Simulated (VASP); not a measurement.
# SiC (P6_3mc) in VASP: a series of runs

Runs on SiC. Level: PBEsol. Tasks: single point.

Program: VASP 6.6.1. These are calculated values, not measurements. Logs are shortened: lines on timing, memory, paths and dates and some standing lists are left out, and cuts for length are marked.

**1. The cell of the first run**

The structure is hexagonal, space group P6_3mc (No. 186). Conventional cell: a = 3.294 Å, b = 3.294 Å, c = 9.538 Å, α = 90.00°, β = 90.00°, γ = 120.00°. Within 2.4 Å of Si (site symmetry 3m) lie 4 C at 1.79 to 1.99 Å. Within 2.4 Å of Si (site symmetry 3m) lie 4 C at 1.79 to 1.99 Å. Within 2.4 Å of C (site symmetry 3m) lie 4 Si at 1.79 to 1.99 Å. C (site symmetry 3m) has 4 Si at 1.79 to 1.99 Å within 2.4 Å.

**2. Single point, PBEsol**

File INCAR:

```
SYSTEM = SiC
PREC = Accurate ; ENCUT = 520
EDIFF = 1E-6 ; ISMEAR = 0
SIGMA = 0.05 ; LREAL = .FALSE.
LASPH = .TRUE. ; NELM = 80
ALGO = Normal ; ISIF = 2
LWAVE = .FALSE. ; LCHARG = .TRUE.
GGA = PS ; LELF = .TRUE.
LVHAR = .TRUE. ; NBANDS = 26
```

File KPOINTS:

```
regular mesh
0
G
  12 12 4
  0 0 0
```

File POSCAR:

```
SiC
1.0
    3.2935000000      0.0000000000      0.0000000000
   -1.6467500000      2.8522546674      0.0000000000
    0.0000000000      0.0000000000      9.5384000000
Si C
4 4
Direct
    0.6666666667      0.3333333333      0.9378278494
    0.3333333333      0.6666666667      0.4378278494
    0.0000000000      0.0000000000      0.6878973398
    0.0000000000      0.0000000000      0.1878973398
    0.6666666667      0.3333333333      0.7498191768
    0.3333333333      0.6666666667      0.2498191768
    0.0000000000      0.0000000000      0.5004546340
    0.0000000000      0.0000000000      0.0004546340
```

Potentials or basis: VASP PAW PBE potentials, release 64 (Si, C).

Run with:

```bash
> cat potpaw_PBE.64/Si/POTCAR potpaw_PBE.64/C/POTCAR > POTCAR
> mpirun -np 1 vasp_std > vasp.out
```

OUTCAR:

```text
SYSTEM = SiC
   PREC = Accurate
   ENCUT = 520
   EDIFF = 1E-6
   ISMEAR = 0
   LREAL = .FALSE.
   LASPH = .TRUE.
   NELM = 80
   ISIF = 2
   GGA = PS

 ion  position               nearest neighbor table
   1  0.667  0.333  0.938-   5 1.79   8 1.99   8 1.99   8 1.99   3 3.05   3 3.05   3 3.05   4 3.05
                             4 3.05   4 3.05
   2  0.333  0.667  0.438-   6 1.79   7 1.99   7 1.99   7 1.99   4 3.05   4 3.05   4 3.05   3 3.05
                             3 3.05   3 3.05
   3  0.000  0.000  0.688-   7 1.79   5 1.99   5 1.99   5 1.99   1 3.05   1 3.05   1 3.05   2 3.05
                             2 3.05   2 3.05
   4  0.000  0.000  0.188-   8 1.79   6 1.99   6 1.99   6 1.99   2 3.05   2 3.05   2 3.05   1 3.05
                             1 3.05   1 3.05
   5  0.667  0.333  0.750-   1 1.79   3 1.99   3 1.99   3 1.99
   6  0.333  0.667  0.250-   2 1.79   4 1.99   4 1.99   4 1.99
   7  0.000  0.000  0.500-   3 1.79   2 1.99   2 1.99   2 1.99
   8  0.000  0.000  0.000-   4 1.79   1 1.99   1 1.99   1 1.99

  LATTYP: Found a hexagonal cell.
 ALAT       =     3.2935000000
 C/A-ratio  =     2.8961287384

  Lattice vectors:

 A1 = (   3.2935000000,   0.0000000000,   0.0000000000)
 A2 = (  -1.6467500000,   2.8522546674,   0.0000000000)
 A3 = (   0.0000000000,   0.0000000000,   9.5384000000)

Analysis of symmetry for initial positions (statically):
=====================================================================
 Subroutine PRICEL returns:
 Original cell was already a primitive cell.

 Routine SETGRP: Setting up the symmetry group for a
 hexagonal supercell.

 Subroutine GETGRP returns: Found 12 space group operations
 (whereof  6 operations were pure point group operations)
 out of a pool of 24 trial point group operations.

The static configuration has the point symmetry C_3v.
 The point group associated with its full space group is C_6v.

Analysis of symmetry for dynamics (positions and initial velocities):
=====================================================================
 Subroutine PRICEL returns:
 Original cell was already a primitive cell.

 Routine SETGRP: Setting up the symmetry group for a
 hexagonal supercell.

 Subroutine GETGRP returns: Found 12 space group operations
 (whereof  6 operations were pure point group operations)
 out of a pool of 24 trial point group operations.

The dynamic configuration has the point symmetry C_3v.
 The point group associated with its full space group is C_6v.

 Subroutine INISYM returns: Found 12 space group operations
 (whereof  6 operations are pure point group operations),
 and found     1 'primitive' translations

----------------------------------------------------------------------------------------

                                     Primitive cell

  volume of cell :      89.6028

  direct lattice vectors                    reciprocal lattice vectors
     3.293500000  0.000000000  0.000000000     0.303628359  0.175299915  0.000000000
    -1.646750000  2.852254667  0.000000000     0.000000000  0.350599829  0.000000000
     0.000000000  0.000000000  9.538400000     0.000000000  0.000000000  0.104839386

  length of vectors
     3.293500000  3.293500000  9.538400000     0.350599829  0.350599829  0.104839386

  position of ions in fractional coordinates (direct lattice)
     0.666666667  0.333333333  0.937827849
     0.333333333  0.666666667  0.437827849
     0.000000000  0.000000000  0.687897340
     0.000000000  0.000000000  0.187897340
     0.666666667  0.333333333  0.749819177
     0.333333333  0.666666667  0.249819177
     0.000000000  0.000000000  0.500454634
     0.000000000  0.000000000  0.000454634

  ion indices of the primitive-cell ions
   primitive index   ion index
                 1           1
                 2           2
                 3           3
                 4           4
                 5           5
                 6           6
                 7           7
                 8           8

----------------------------------------------------------------------------------------

 KPOINTS: regular mesh

Automatic generation of k-mesh.
 Grid dimensions read from file:
 generate k-points for:   12   12    4

 Generating k-lattice:

  Cartesian coordinates                     Fractional coordinates (reciprocal lattice)
     0.025302363  0.014608326  0.000000000     0.083333333 -0.000000000  0.000000000
     0.000000000  0.029216652  0.000000000     0.000000000  0.083333333  0.000000000
     0.000000000  0.000000000  0.026209847     0.000000000  0.000000000  0.250000000

  Length of vectors
     0.029216652  0.029216652  0.026209847

  Shift w.r.t. Gamma in fractional coordinates (k-lattice)
     0.000000000  0.000000000  0.000000000

 Subroutine IBZKPT returns following result:
 ===========================================

 Found     57 irreducible k-points:

 Following reciprocal coordinates:
            Coordinates               Weight
  0.000000  0.000000  0.000000      1.000000
  0.083333  0.000000  0.000000      6.000000
  0.166667  0.000000  0.000000      6.000000
  0.250000  0.000000  0.000000      6.000000
  0.333333  0.000000  0.000000      6.000000
  0.416667  0.000000  0.000000      6.000000
[... 16 lines left out ...]
  0.250000  0.000000  0.250000     12.000000
  0.333333  0.000000  0.250000     12.000000
 [... further k-points ...]
   k-points           NKPTS =     57   k-points in BZ     NKDIM =     57   number of bands    NBANDS=     26
   number of dos      NEDOS =    301   number of ions     NIONS =      8
   total plane-waves  NPLWV =  41472
   dimension x,y,z NGX =    24 NGY =   24 NGZ =   72
   dimension x,y,z NGXF=    48 NGYF=   48 NGZF=  144
   ions per type =               4   4
   NGX,Y,Z   is equivalent  to a cutoff of  12.11, 12.11, 12.55 a.u.
   NGXF,Y,Z  is equivalent  to a cutoff of  24.23, 24.23, 25.10 a.u.
 SYSTEM =  SiC
   PREC   = accura    normal or accurate (medium, high low for compatibility)
   ISTART =      0    job   : 0-new  1-cont  2-samecut
   ICHARG =      2    charge: 1-file 2-atom 10-const
   ISPIN  =      1    spin polarized calculation?
   LNONCOLLINEAR =      F non collinear calculations
   LSORBIT =      F    spin-orbit coupling
   LASPH  =      T    aspherical Exc in radial PAW
   ENCUT  =  520.0 eV  38.22 Ry    6.18 a.u.   6.12  6.12 17.74*2*pi/ulx,y,z
   NELM   =     80;   NELMIN=  2; NELMDL= -5     # of ELM steps
   EDIFF  = 0.1E-05   stopping-criterion for ELM
   LREAL  =      F    real-space projection
   EDIFFG = 0.1E-04   stopping-criterion for IOM
   NSW    =      0    number of steps for IOM
   IBRION =     -1    ionic relax: 0-MD 1-quasi-New 2-CG
   NFREE  =      0    steps in history (QN), initial steepest desc. (CG)
   ISIF   =      2    stress and relaxation
   ISYM   =      2    0-nonsym 1-usesym 2-fastsym
   POTIM  = 0.5000    time-step for ionic-motion
   TEBEG  =    0.0;   TEEND  =   0.0 temperature during run
   PSTRESS=    0.0 pullay stress
   NELECT =      32.0000    total number of electrons
   NUPDOWN=      -1.0000    fix difference up-down
   EMIN   =  10.00;   EMAX   =-10.00  energy-range for DOS
   EFERMI =   0.00;   METHOD = LEGACY
   ISMEAR =     0;   SIGMA  =   0.05  broadening in eV -4-tet -1-fermi 0-gaus
   EFERMI_NEDOS =   21; number of points for ismear=-14 and -15
   IALGO  =     38    algorithm
   IMIX   =      4    mixing-type and parameters
     AMIX     =   0.40;   BMIX     =  1.00
     AMIX_MAG =   1.60;   BMIX_MAG =  1.00
  volume/ion in A,a.u.               =      11.20        75.58
  Fermi-wavevector in a.u.,A,eV,Ry     =   1.161496  2.194909 18.355247  1.349073
  Thomas-Fermi vector in A             =   2.298067
   LORBIT       =      0    0 simple, 1 ext, 2 COOP (PROOUT), +10 PAW based schemes
   GGA     = PS    functional components
   LHFCALC =     F    Hartree Fock is set to
   AEXX    =    0.0000 exact exchange contribution
   IVDW    =     0    specifies the selected vdW correction
   LEPSILON=     F    determine dielectric tensor
   LRPA    =     F    only Hartree local field effects (RPA)
 non-spin polarized calculation
 Gauss-broadening in eV      SIGMA  =   0.05
  energy-cutoff  :      520.00
  volume of cell :       89.60
 maximum number of plane-waves:      2440
   NGX = 13   NGY = 13   NGZ = 35

 number of electron      31.9999996 magnetization

 Free energy of the ion-electron system (eV)
  ---------------------------------------------------
  ext. energy  EPLUGINS =         0.00000000
  ---------------------------------------------------
  free energy    TOTEN  =       -61.99103549 eV

  energy without entropy =      -61.99103549  energy(sigma->0) =      -61.99103549

 E-fermi :   7.6123     XC(G=0): -11.1515

 val. band max:        7.3750689852   @ k =   0.0000   0.0000   0.0000
 cond. band min:       8.7753550529   @ k =   0.5000   0.0000   0.0000
 fundamental gap:      1.4002860677
 Fermi energy:         7.6122774983

 k-point     1 :       0.0000    0.0000    0.0000
  band No.  band energies     occupation
      1      -7.6777      2.00000
      2      -6.3648      2.00000
      3      -6.2740      2.00000
      4      -3.4298      2.00000
      5      -0.7519      2.00000
      6       3.7445      2.00000
[... 18 lines left out ...]
     25      14.2955      0.00000
     26      14.4141      0.00000

 k-point     2 :       0.0833    0.0000    0.0000
  band No.  band energies     occupation
      1      -7.5750      2.00000
      2      -6.2673      2.00000
      3      -6.1758      2.00000
      4      -3.3581      2.00000
      5      -0.6634      2.00000
      6       3.6383      2.00000
[... 18 lines left out ...]
     25      13.9295      0.00000
     26      14.4344      0.00000

 k-point     3 :       0.1667    0.0000    0.0000
  band No.  band energies     occupation
      1      -7.2699      2.00000
      2      -5.9797      2.00000
      3      -5.8856      2.00000
      4      -3.1591      2.00000
      5      -0.4104      2.00000
      6       2.9910      2.00000
[... 572 lines left out ...]
 k-point    23 :       0.2500    0.0000    0.2500
  band No.  band energies     occupation
      1      -6.6893      2.00000
      2      -6.0316      2.00000
      3      -4.7775      2.00000
      4      -3.2617      2.00000
      5       0.2890      2.00000
      6       1.4866      2.00000
[... 18 lines left out ...]
     25      14.7927      0.00000
     26      15.0027      0.00000

 k-point    24 :       0.3333    0.0000    0.2500
  band No.  band energies     occupation
      1      -6.0288      2.00000
      2      -5.4039      2.00000
      3      -4.2450      2.00000
      4      -2.9952      2.00000
      5       0.0468      2.00000
      6       0.4896      2.00000
[... 18 lines left out ...]
     25      15.5018      0.00000
     26      15.6479      0.00000

 [... further k-points ...]
[... 5 lines left out ...]
  --------------------------------------------------------------------------------------
  -------------------------------------------------------------------------------------
  Total      -17.4012113    -17.4012113     16.4044077      0.0000000      0.0000000      0.0000000
  in kB     -311.1491108   -311.1491108    293.3253768      0.0000000      0.0000000      0.0000000
  external PRESSURE =    -109.6576149 kB  Pullay stress =       0.0000000 kB

 VOLUME and BASIS-vectors are now :
 -----------------------------------------------------------------------------
  energy-cutoff  :      520.00
  volume of cell :       89.60
      direct lattice vectors                 reciprocal lattice vectors
     3.293500000  0.000000000  0.000000000     0.303628359  0.175299915  0.000000000
    -1.646750000  2.852254667  0.000000000     0.000000000  0.350599829  0.000000000
     0.000000000  0.000000000  9.538400000     0.000000000  0.000000000  0.104839386

 POSITION                                       TOTAL-FORCE (eV/Angst)
 -----------------------------------------------------------------------------------
      1.64675      0.95075      8.94538        -0.000000      0.000000      1.388867
     -0.00000      1.90150      4.17618        -0.000000      0.000000      1.388867
      0.00000      0.00000      6.56144         0.000000      0.000000      1.544117
      0.00000      0.00000      1.79224        -0.000000      0.000000      1.544117
      1.64675      0.95075      7.15208        -0.000000     -0.000000     -1.544688
     -0.00000      1.90150      2.38288         0.000000      0.000000     -1.544688
      0.00000      0.00000      4.77354        -0.000000      0.000000     -1.388297
      0.00000      0.00000      0.00434        -0.000000     -0.000000     -1.388297
 -----------------------------------------------------------------------------------
    total drift:                                0.000000      0.000000     -0.001727

  FREE ENERGIE OF THE ION-ELECTRON SYSTEM (eV)
  ---------------------------------------------------
  free  energy   TOTEN  =       -61.9910354860 eV

  energy  without entropy=      -61.9910354860  energy(sigma->0) =      -61.99103549
```

Wall time 90 s (1 thread of Intel Xeon Platinum 8488C (Sapphire Rapids), shared host); peak memory 0.24 GiB.

What came out:

- Free energy: -61.9910 eV
- Pressure: -11.0 GPa
- Largest force: 1.545 eV/Å
- Band gap on the k mesh: 1.40 eV, indirect (least direct gap 2.34 eV)

Forces on the atoms (eV/Å):
```
Si   0.000  0.000  1.389
Si   0.000  0.000  1.389
Si   0.000  0.000  1.544
Si   0.000  0.000  1.544
C    0.000  0.000 -1.545
C    0.000  0.000 -1.545
C    0.000  0.000 -1.388
C    0.000  0.000 -1.388
```

Levels at points of the mesh, in eV from the valence-band top:
```
           k point  band 12  band 13  band 14  band 15  band 16  band 17  band 18  band 19  band 20  band 21
(0.00, 0.00, 0.00)    -1.12    -1.12    -0.23    -0.23     0.00     2.56     3.41     4.33     4.59     5.44
(0.50, 0.00, 0.00)    -2.75    -2.66    -1.72    -1.31    -0.94     1.40     2.08     3.40     4.59     5.28
(0.00, 0.00, 0.50)    -1.12    -0.56    -0.56    -0.56    -0.56     2.86     2.86     4.71     4.71     5.64
(0.50, 0.00, 0.50)    -3.33    -2.37    -2.37    -1.58    -1.58     1.84     1.84     4.08     4.08     5.83
```

Caveat: the PAW data sets were made with another functional, which shifts forces and pressure a little.

**3. Single point, PBEsol**

This run uses another cell than the first one, of 11.32 Å³/atom, 1.011 times its volume.

File INCAR:

```
PREC = Accurate
ENCUT = 520
EDIFF = 1E-7
ISMEAR = 0
SIGMA = 0.05
LREAL = F
LASPH = T
NELM = 60
ALGO = Normal
ISIF = 2
LWAVE = F
LCHARG = F
GGA = PS
NBANDS = 26
```

File KPOINTS:

```
regular mesh
0
Gamma
  12 12 4
```

Changes to POSCAR since step 2:

```diff
@@ -2,5 +2,5 @@
 1.0
-    3.2935000000      0.0000000000      0.0000000000
-   -1.6467500000      2.8522546674      0.0000000000
-    0.0000000000      0.0000000000      9.5384000000
+    3.2217000000      0.0000000000      0.0000000000
+   -1.6108500000      2.7900740434      0.0000000000
+    0.0000000000      0.0000000000     10.0758090153
 Si C
```

Potentials or basis: VASP PAW PBE potentials, release 64 (Si, C).

Run with:

```bash
> cat potpaw_PBE.64/Si/POTCAR potpaw_PBE.64/C/POTCAR > POTCAR
> mpirun -np 1 vasp_std > vasp.out
```

It took 1.9 min on 1 thread of Intel Xeon Platinum 8488C (Sapphire Rapids), shared host; peak memory 0.25 GiB.

The run converged. Its results:

```
Free energy            : -63.0606 eV
Pressure               : -16.2 GPa
Largest force          : 0.362 eV/Å
Band gap on the k mesh : 1.89 eV, indirect (least direct gap 2.96 eV)
```

Forces on the atoms (eV/Å):
```
Si   0.000  0.000  0.324
Si   0.000  0.000  0.324
Si   0.000  0.000  0.339
Si   0.000  0.000  0.339
C    0.000  0.000 -0.362
C    0.000  0.000 -0.362
C    0.000  0.000 -0.302
C    0.000  0.000 -0.302
```

Stress tensor (GPa, compression positive):
```
-23.09   0.00   0.00
  0.00 -23.09   0.00
  0.00   0.00  -2.32
```

Levels at points of the mesh, in eV from the valence-band top:
```
           k point  band 14  band 15  band 16  band 17  band 18  band 19
(0.00, 0.00, 0.00)    -0.11    -0.11     0.00     3.57     4.23     4.93
(0.50, 0.00, 0.00)    -2.01    -1.47    -1.07     1.89     2.11     3.62
(0.00, 0.00, 0.50)    -0.36    -0.36    -0.36     3.81     3.81     5.30
(0.50, 0.00, 0.50)    -2.41    -1.55    -1.55     2.24     2.24     3.92
```

Caveat: the PAW data sets were made with another functional, which shifts forces and pressure a little. A k mesh can miss the band edges.
